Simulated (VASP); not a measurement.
# BaH2 (P6_3/mmc) in VASP: a series of runs

The runs below take BaH2 through single point, with PBEsol.

Program: VASP 6.6.1. These are calculated values, not measurements. Logs are shortened: lines on timing, memory, paths and dates and some standing lists are left out, and cuts for length are marked.

## (1) The cell of the first run

It takes space group P6_3/mmc (No. 194, hexagonal). The conventional cell has a = 4.320 Å, b = 4.320 Å, c = 5.611 Å, α = 90.00°, β = 90.00°, γ = 120.00°. Within 3.3 Å of Ba (site symmetry -6m2) lie 11 H at 2.49 to 2.86 Å. Within 3.3 Å of H (site symmetry -6m2) lie 5 Ba at 2.49 to 2.81 Å and 6 H at 2.86 Å. Within 3.7 Å of H (site symmetry -3m) lie 8 H at 2.81 to 2.86 Å and 6 Ba at 2.86 Å.

## (2) Single point, PBEsol (15.12 Å³/atom)

INCAR reads:

```
PREC = Accurate ; ENCUT = 520
EDIFF = 1E-6 ; ISMEAR = 0
SIGMA = 0.02 ; LREAL = False
LASPH = True ; NELM = 100
ALGO = Normal ; ISIF = 2
LWAVE = False ; LCHARG = False
GGA = PS ; NBANDS = 21
```

KPOINTS reads:

```
Automatic mesh
0
Gamma
  6 6 6
```

POSCAR reads:

```
BaH2
1.0
    4.3204809832      0.0000000000      0.0000000000
   -2.1602404916      3.7416462880      0.0000000000
    0.0000000000      0.0000000000      5.6113513074
Ba H
2 4
Direct
    0.6666666667      0.3333333333      0.7500000000
    0.3333333333      0.6666666667      0.2500000000
    0.3333333333      0.6666666667      0.7500000000
    0.6666666667      0.3333333333      0.2500000000
    0.0000000000      0.0000000000      0.5000000000
    0.0000000000      0.0000000000      0.0000000000
```

Potentials or basis: VASP PAW PBE potentials, release 64 (Ba_sv, H).

The run is started by

```sh
cat potpaw_PBE.64/Ba_sv/POTCAR potpaw_PBE.64/H/POTCAR > POTCAR
mpirun -np 1 vasp_std > vasp.out
```

OUTCAR:

```text
PREC = Accurate
   ENCUT = 520
   EDIFF = 1E-6
   ISMEAR = 0
   LREAL = False
   LASPH = True
   NELM = 100
   ISIF = 2
   GGA = PS

 ion  position               nearest neighbor table
   1  0.667  0.333  0.750-   3 2.49   3 2.49   3 2.49   4 2.81   4 2.81   2 3.75   2 3.75   2 3.75
                             2 3.75   2 3.75   2 3.75
   2  0.333  0.667  0.250-   4 2.49   4 2.49   4 2.49   3 2.81   3 2.81   1 3.75   1 3.75   1 3.75
                             1 3.75   1 3.75   1 3.75
   3  0.333  0.667  0.750-   1 2.49   1 2.49   1 2.49   2 2.81   2 2.81
   4  0.667  0.333  0.250-   2 2.49   2 2.49   2 2.49   1 2.81   1 2.81
   5  0.000  0.000  0.500-
   6  0.000  0.000  0.000-

  LATTYP: Found a hexagonal cell.
 ALAT       =     4.3204809832
 C/A-ratio  =     1.2987793093

  Lattice vectors:

 A1 = (   4.3204809832,   0.0000000000,   0.0000000000)
 A2 = (  -2.1602404916,   3.7416462880,   0.0000000000)
 A3 = (   0.0000000000,   0.0000000000,   5.6113513074)

Analysis of symmetry for initial positions (statically):
=====================================================================
 Subroutine PRICEL returns:
 Original cell was already a primitive cell.

 Routine SETGRP: Setting up the symmetry group for a
 hexagonal supercell.

 Subroutine GETGRP returns: Found 24 space group operations
 (whereof 12 operations were pure point group operations)
 out of a pool of 24 trial point group operations.

The static configuration has the point symmetry D_3d.
 The point group associated with its full space group is D_6h.

Analysis of symmetry for dynamics (positions and initial velocities):
=====================================================================
 Subroutine PRICEL returns:
 Original cell was already a primitive cell.

 Routine SETGRP: Setting up the symmetry group for a
 hexagonal supercell.

 Subroutine GETGRP returns: Found 24 space group operations
 (whereof 12 operations were pure point group operations)
 out of a pool of 24 trial point group operations.

The dynamic configuration has the point symmetry D_3d.
 The point group associated with its full space group is D_6h.

 Subroutine INISYM returns: Found 24 space group operations
 (whereof 12 operations are pure point group operations),
 and found     1 'primitive' translations

----------------------------------------------------------------------------------------

                                     Primitive cell
[... 101 lines left out ...]
   EDIFFG = 0.1E-04   stopping-criterion for IOM
   NSW    =      0    number of steps for IOM
   IBRION =     -1    ionic relax: 0-MD 1-quasi-New 2-CG
   NFREE  =      0    steps in history (QN), initial steepest desc. (CG)
   ISIF   =      2    stress and relaxation
   ISYM   =      2    0-nonsym 1-usesym 2-fastsym
   POTIM  = 0.5000    time-step for ionic-motion
   TEBEG  =    0.0;   TEEND  =   0.0 temperature during run
   PSTRESS=    0.0 pullay stress
   NELECT =      24.0000    total number of electrons
   NUPDOWN=      -1.0000    fix difference up-down
   EMIN   =  10.00;   EMAX   =-10.00  energy-range for DOS
   EFERMI =   0.00;   METHOD = LEGACY
   ISMEAR =     0;   SIGMA  =   0.02  broadening in eV -4-tet -1-fermi 0-gaus
   EFERMI_NEDOS =   21; number of points for ismear=-14 and -15
   IALGO  =     38    algorithm
   IMIX   =      4    mixing-type and parameters
     AMIX     =   0.40;   BMIX     =  1.00
     AMIX_MAG =   1.60;   BMIX_MAG =  1.00
  volume/ion in A,a.u.               =      15.12       102.03
  Fermi-wavevector in a.u.,A,eV,Ry     =   1.050972  1.986049 15.028208  1.104542
  Thomas-Fermi vector in A             =   2.185997
   LORBIT       =      0    0 simple, 1 ext, 2 COOP (PROOUT), +10 PAW based schemes
   GGA     = PS    functional components
   LHFCALC =     F    Hartree Fock is set to
   AEXX    =    0.0000 exact exchange contribution
   IVDW    =     0    specifies the selected vdW correction
   LEPSILON=     F    determine dielectric tensor
   LRPA    =     F    only Hartree local field effects (RPA)
 non-spin polarized calculation
 Gauss-broadening in eV      SIGMA  =   0.02
  energy-cutoff  :      520.00
  volume of cell :       90.71
 maximum number of plane-waves:      2472
   NGX = 17   NGY = 17   NGZ = 21

 number of electron      23.9999994 magnetization

 Free energy of the ion-electron system (eV)
  ---------------------------------------------------
  ext. energy  EPLUGINS =         0.00000000
  ---------------------------------------------------
  free energy    TOTEN  =       -20.38536253 eV

  energy without entropy =      -20.38536253  energy(sigma->0) =      -20.38536253

 E-fermi :   1.6791     XC(G=0):  -9.4048

 val. band max:        1.5973062014   @ k =   0.0000   0.0000   0.1667
 cond. band min:       3.2255962830   @ k =   0.3333   0.3333   0.5000
 fundamental gap:      1.6282900816
 Fermi energy:         1.6791134494

 k-point     1 :       0.0000    0.0000    0.0000
  band No.  band energies     occupation
      1     -25.2768      2.00000
      2     -24.9353      2.00000
      3     -11.3884      2.00000
      4     -10.2849      2.00000
      5     -10.2849      2.00000
      6      -9.8605      2.00000
[... 565 lines left out ...]
     20       8.1059      0.00000
     21       9.4868      0.00000

 [... further k-points ...]

------------------------ aborting loop because EDIFF is reached ----------------------------------------

  FORCE on cell =-STRESS in cart. coord.  units (eV):
  Direction    XX          YY          ZZ          XY          YZ          ZX
  --------------------------------------------------------------------------------------
  -------------------------------------------------------------------------------------
  Total        1.9131686      1.9131686      1.9345851      0.0000000      0.0000000      0.0000000
  in kB       33.7910388     33.7910388     34.1693037      0.0000000      0.0000000      0.0000000
  external PRESSURE =      33.9171271 kB  Pullay stress =       0.0000000 kB

 VOLUME and BASIS-vectors are now :
 -----------------------------------------------------------------------------
  energy-cutoff  :      520.00
  volume of cell :       90.71
      direct lattice vectors                 reciprocal lattice vectors
     4.320480983  0.000000000  0.000000000     0.231455712  0.133631017  0.000000000
    -2.160240492  3.741646288  0.000000000     0.000000000  0.267262035  0.000000000
     0.000000000  0.000000000  5.611351307     0.000000000  0.000000000  0.178210193

 POSITION                                       TOTAL-FORCE (eV/Angst)
 -----------------------------------------------------------------------------------
      2.16024      1.24722      4.20851         0.000000     -0.000000      0.000000
     -0.00000      2.49443      1.40284        -0.000000      0.000000      0.000000
     -0.00000      2.49443      4.20851         0.000000      0.000000      0.000000
      2.16024      1.24722      1.40284        -0.000000      0.000000      0.000000
      0.00000      0.00000      2.80568        -0.000000      0.000000      0.000000
      0.00000      0.00000      0.00000        -0.000000      0.000000      0.000000
 -----------------------------------------------------------------------------------
    total drift:                               -0.000000      0.000000     -0.000000

  FREE ENERGIE OF THE ION-ELECTRON SYSTEM (eV)
  ---------------------------------------------------
  free  energy   TOTEN  =       -20.3853625307 eV

  energy  without entropy=      -20.3853625307  energy(sigma->0) =      -20.38536253
```

OSZICAR:

```text
N       E                     dE             d eps       ncg     rms          rms(c)
DAV:   1     0.126426117704E+03    0.12643E+03   -0.10175E+04  1176   0.980E+02
DAV:   2    -0.139935949897E+02   -0.14042E+03   -0.13514E+03  1760   0.191E+02
DAV:   3    -0.215650918542E+02   -0.75715E+01   -0.75370E+01  1530   0.455E+01
DAV:   4    -0.216885360061E+02   -0.12344E+00   -0.12339E+00  1676   0.476E+00
DAV:   5    -0.216899966927E+02   -0.14607E-02   -0.14606E-02  1535   0.453E-01    0.843E+00
DAV:   6    -0.206292915570E+02    0.10607E+01   -0.10579E+00  1386   0.447E+00    0.483E+00
DAV:   7    -0.203805776795E+02    0.24871E+00   -0.11899E+00  1384   0.449E+00    0.983E-01
DAV:   8    -0.203856764477E+02   -0.50988E-02   -0.10728E-01  1319   0.147E+00    0.219E-01
DAV:   9    -0.203859214853E+02   -0.24504E-03   -0.12084E-02  1396   0.463E-01    0.171E-01
DAV:  10    -0.203853464067E+02    0.57508E-03   -0.26042E-03  1361   0.232E-01    0.148E-02
DAV:  11    -0.203853712288E+02   -0.24822E-04   -0.16363E-04  1608   0.539E-02    0.232E-02
DAV:  12    -0.203853623766E+02    0.88522E-05   -0.19793E-05  1410   0.227E-02    0.112E-02
DAV:  13    -0.203853625307E+02   -0.15413E-06   -0.16890E-06  1140   0.646E-03
   1 F= -.20385363E+02 E0= -.20385363E+02  d E =-.566008E-11
```

stdout:

```text
POSCAR found type information on POSCAR BaH
 POSCAR found :  2 types and       6 ions
 scaLAPACK will be used
 -----------------------------------------------------------------------------
|                                                                             |
|                                                                             |
|     You enforced a specific xc type in the INCAR file but a different       |
|     I HOPE YOU KNOW WHAT YOU ARE DOING!                                     |
|                                                                             |
 -----------------------------------------------------------------------------

 LDA part: xc-table for (Slater+PW92), standard interpolation
 POSCAR, INCAR and KPOINTS ok, starting setup
 FFT: planning ... GRIDC
 FFT: planning ... GRID_SOFT
 FFT: planning ... GRID
 WAVECAR not read
 entering main loop
```

Run time: 96 s. Hardware: 1 thread of Intel Xeon 8259CL, shared host; peak memory 0.22 GiB.

Results:

| Quantity | Value |
| --- | --- |
| Free energy | -20.3854 eV |
| Pressure | 3.4 GPa |
| Band gap on the k mesh | 1.63 eV (least direct gap 2.35 eV) |

Caveat: the cell stands under pressure; the PAW data sets were made with another functional, which shifts forces and pressure a little; spin-orbit coupling is left out, which moves the levels of the heavy elements. A k mesh can miss the band edges.

## (3) Single point, PBEsol (15.60 Å³/atom)

This run uses another cell than the first one, of 15.60 Å³/atom.

INCAR reads:

```
SYSTEM = BaH2
ALGO = Normal ; EDIFF = 1E-7
ENCUT = 520 ; GGA = PS
ISIF = 2 ; ISMEAR = 0
LASPH = .True. ; LCHARG = .False.
LREAL = .False. ; LWAVE = .False.
NBANDS = 21 ; NELM = 100
PREC = Accurate ; SIGMA = 0.02
```

KPOINTS reads:

```
k-points
0
Gamma
  6 6 6
  0 0 0
```

POSCAR: that of step 2 with these lines changed.

```diff
@@ -2,5 +2,5 @@
 1.0
-    4.3204809832      0.0000000000      0.0000000000
-   -2.1602404916      3.7416462880      0.0000000000
-    0.0000000000      0.0000000000      5.6113513074
+    4.3536384510      0.0000000000      0.0000000000
+   -2.1768192255      3.7703614975      0.0000000000
+    0.0000000000      0.0000000000      5.7025725013
 Ba H
```

Potentials or basis: VASP PAW PBE potentials, release 64 (Ba_sv, H).

The run is started by

```sh
cat potpaw_PBE.64/Ba_sv/POTCAR potpaw_PBE.64/H/POTCAR > POTCAR
mpirun -np 1 vasp_std > vasp.out
```

It took 1.7 min on 1 thread of Intel Xeon 8259CL, shared host; peak memory 0.22 GiB.

It converged, with:

```
Free energy            : -20.4349 eV
Pressure               : 2.0 GPa
Band gap on the k mesh : 1.58 eV (least direct gap 2.39 eV)
```

Levels at points of the mesh, in eV from the valence-band top:
| k point | band 10 | band 11 | band 12 | band 13 | band 14 | band 15 |
| --- | --- | --- | --- | --- | --- | --- |
| (0.00, 0.00, 0.00) | -3.27 | -0.22 | -0.02 | 2.67 | 2.67 | 3.75 |
| (0.50, 0.00, 0.00) | -2.29 | -1.61 | -1.56 | 2.43 | 4.06 | 4.39 |
| (0.00, 0.00, 0.50) | -3.28 | -0.42 | -0.42 | 2.45 | 2.45 | 2.45 |
| (0.50, 0.00, 0.50) | -2.47 | -1.17 | -1.17 | 2.50 | 2.50 | 4.03 |

Caveat: the PAW data sets were made with another functional, which shifts forces and pressure a little; spin-orbit coupling is left out, which moves the levels of the heavy elements. A k mesh can miss the band edges.

## (4) Single point, PBEsol

This run uses another cell than the first one, of 16.08 Å³/atom.

INCAR reads:

```
PREC = Accurate ; ENCUT = 520
EDIFF = 1E-6 ; ISMEAR = 0
SIGMA = 0.02 ; LREAL = F
LASPH = T ; NELM = 100
ALGO = Normal ; ISIF = 2
LWAVE = F ; LCHARG = T
GGA = PS ; LELF = T
LVHAR = T ; NBANDS = 21
```

KPOINTS reads:

```
Automatic mesh
0
Gamma
  6 6 6
```

POSCAR: that of step 3 with these lines changed.

```diff
@@ -2,5 +2,5 @@
 1.0
-    4.3536384510      0.0000000000      0.0000000000
-   -2.1768192255      3.7703614975      0.0000000000
-    0.0000000000      0.0000000000      5.7025725013
+    4.3846172011      0.0000000000      0.0000000000
+   -2.1923086006      3.7971898820      0.0000000000
+    0.0000000000      0.0000000000      5.7961609267
 Ba H
```

The run is started by

```sh
cat potpaw_PBE.64/Ba_sv/POTCAR potpaw_PBE.64/H/POTCAR > POTCAR
mpirun -np 1 vasp_std > vasp.out
```

It took 2.3 min on 1 thread of Intel Xeon 8259CL, shared host; peak memory 0.26 GiB.

Results (log left out):

- Free energy: -20.4605 eV
- Pressure: 0.8 GPa
- Band gap on the k mesh: 1.53 eV (least direct gap 2.44 eV)

Levels at points of the mesh, in eV from the valence-band top:
```csv
k point,band 9,band 10,band 11,band 12,band 13,band 14,band 15,band 16
"(0.00, 0.00, 0.00)",-4.50,-3.19,-0.31,-0.01,2.68,2.68,3.73,3.73
"(0.50, 0.00, 0.00)",-2.81,-2.30,-1.61,-1.61,2.44,3.98,4.20,5.47
"(0.00, 0.00, 0.50)",-3.30,-3.30,-0.43,-0.43,2.47,2.47,2.47,2.47
"(0.50, 0.00, 0.50)",-2.43,-2.43,-1.24,-1.24,2.43,2.43,3.97,3.97
```

Caveat: the PAW data sets were made with another functional, which shifts forces and pressure a little; spin-orbit coupling is left out, which moves the levels of the heavy elements. A k mesh can miss the band edges.

[end of part 1 of 2]
